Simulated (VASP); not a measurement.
P: single point with r2SCAN

P, a slab with vacuum:

```
CELL_PARAMETERS angstrom
3.29049 0.00000 0.00000
0.00000 34.85860 0.00000
0.00000 0.00000 4.63613
ATOMIC_POSITIONS crystal
P 0.00000 0.97013 0.59148
P 0.00000 0.02987 0.40852
P 0.50000 0.02987 0.09148
P 0.50000 0.97013 0.90852
```

* Program: VASP 6.6.1
* Task: single point
* Functional: r2SCAN
* Potentials or basis: VASP PAW PBE potentials, release 64 (P)
* Cutoff: 520 eV
* k mesh: 8 × 1 × 6
* Occupations: gaussian, width 0.02 eV
* Spin: no spin polarisation
* Dipole correction: no
* Further INCAR settings: ALGO = Normal; EDIFF = 1e-06; NBANDS = 18

The largest force is 0.099 eV/Å. The band gap on the k mesh is 1.12 eV, direct.

Forces in eV/Å, atoms in the order of the input:
```
P    0.000  0.060  0.079
P    0.000 -0.060 -0.079
P    0.000 -0.060  0.079
P    0.000  0.060 -0.079
```

Levels at points of the mesh, in eV from the valence-band top:
| k point | band 6 | band 7 | band 8 | band 9 | band 10 | band 11 | band 12 | band 13 | band 14 | band 15 |
| --- | --- | --- | --- | --- | --- | --- | --- | --- | --- | --- |
| (0.00, 0.00, 0.00) | -4.72 | -3.63 | -1.98 | -1.70 | 0.00 | 1.12 | 1.87 | 2.96 | 3.52 | 4.90 |
| (0.50, 0.00, 0.00) | -5.32 | -2.88 | -2.88 | -2.01 | -2.01 | 1.47 | 1.47 | 2.50 | 2.50 | 4.12 |
| (0.00, 0.00, 0.50) | -3.03 | -2.81 | -2.81 | -1.43 | -1.43 | 2.39 | 2.39 | 3.98 | 3.98 | 4.06 |
| (0.50, 0.00, 0.50) | -5.26 | -4.70 | -4.70 | -1.14 | -1.14 | 2.62 | 2.62 | 4.07 | 4.07 | 5.66 |

Wall time 9.2 min on 1 thread of Intel(R) Xeon(R) 6975P-C (Granite Rapids), on a shared host, peak memory 0.63 GiB.

Caveat: the PAW data sets were made with another functional, which shifts forces and pressure a little.
